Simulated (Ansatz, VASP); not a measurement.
Cd: VASP beside Ansatz

INCAR

```
PREC = Accurate
ENCUT = 520
EDIFF = 1E-6
ISMEAR = -1
SIGMA = 0.1
LREAL = False
LASPH = True
NELM = 60
ALGO = Normal
ISIF = 2
LWAVE = False
LCHARG = True
GGA = CA
LELF = True
LVHAR = True
NBANDS = 12
```

Contents of KPOINTS:

```
Automatic mesh
0
Gamma
  14 14 14
```

File POSCAR:

```
Cd
1.0
   -1.6473915344      1.6473915344      1.6473915344
    1.6473915344     -1.6473915344      1.6473915344
    1.6473915344      1.6473915344     -1.6473915344
Cd
1
Direct
    0.0000000000      0.0000000000      0.0000000000
```

Input for Ansatz:

```yaml
crystal:
  lattice:
    - [-1.6473915344, 1.6473915344, 1.6473915344]
    - [1.6473915344, -1.6473915344, 1.6473915344]
    - [1.6473915344, 1.6473915344, -1.6473915344]
  atoms:
    - { symbol: Cd, position: [0.0, 0.0, 0.0] }
hamiltonian:
  xc: lda
  pseudopotentials:
    kind: paw
    azcp:
      Cd: "pseudopotentials/Cd.paw.azcp"
basis:
  ecutwfc: 420
  fft_grid_basis: typed
kpoints:
  mp_grid: { grid: [14, 14, 14], shift: [0, 0, 0] }
magnetization:
  spin_polarized: false
scf:
  occupations: { method: fermi_dirac, width: 0.1 }
  lower_state_search: "off"
output:
  stress: true
```

Alike in both runs: task single point; functional LDA; k mesh 14 × 14 × 14; occupations fermi-dirac, width 0.1 eV; no spin polarisation.

|  | VASP | Ansatz |
| --- | --- | --- |
| version | VASP 6.6.1 | Ansatz 0.2.0 |
| potentials or method | VASP PAW LDA potentials, release 64 (Cd), cutoff 520 eV | plane waves (420 eV) with PAW, scalar-relativistic |
| valence electrons in the cell | 12 | 20 |

VASP gave:

| Quantity | Value |
| --- | --- |
| pressure (GPa) | 12.6 |

What did Ansatz give for the same quantities?

Pressure (GPa): 11.5.

Ansatz warns that its potentials were made for another functional, while VASP's fit it. LDA's correlation is that of Perdew and Zunger in VASP and of Perdew and Wang (1992) in Ansatz. VASP's potentials hold 12 valence electrons a cell and Ansatz's 20, so a difference there can come from the potentials and not from the codes.
